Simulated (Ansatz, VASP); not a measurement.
Sc2Al in VASP and in Ansatz

```
Sc Al
1.0
     4.85090    0.00000    0.00000
    -2.42545    4.20100    0.00000
     0.00000    0.00000    6.23759
Sc Al
4 2
Direct
  0.00000 0.00000 0.00000
  0.00000 0.00000 0.50000
  0.33333 0.66667 0.75000
  0.66667 0.33333 0.25000
  0.33333 0.66667 0.25000
  0.66667 0.33333 0.75000
```

Change from the starting cell: strain +0.000 along x and y, +0.025 along z, atoms carried along.

Alike in both runs: task single point; functional PBEsol; k mesh 12 × 12 × 8; occupations gaussian, width 0.15 eV; no spin polarisation.

|  | VASP | Ansatz |
| --- | --- | --- |
| version | VASP 6.6.1 | Ansatz 0.2.0 |
| potentials or method | VASP PAW PBE potentials, release 64 (Sc_sv, Al), cutoff 520 eV | scalar-relativistic, plane waves, PAW |
| valence electrons in the cell | 50 | 50 |

```csv
,VASP,Ansatz,Ansatz less VASP
gap on the k mesh at the Fermi level (eV),none,none,-
pressure (GPa),-1.5,-1.6,-0.09
"traceless stress, the component that is largest in VASP (GPa)",-1.71,-1.68,+0.024
```

VASP's potentials were made for PBE, not for PBEsol. A gap of «none» marks a metal or a gap that the smearing closes. The functional is the same, so the differences come from potentials, cutoffs and numerics.
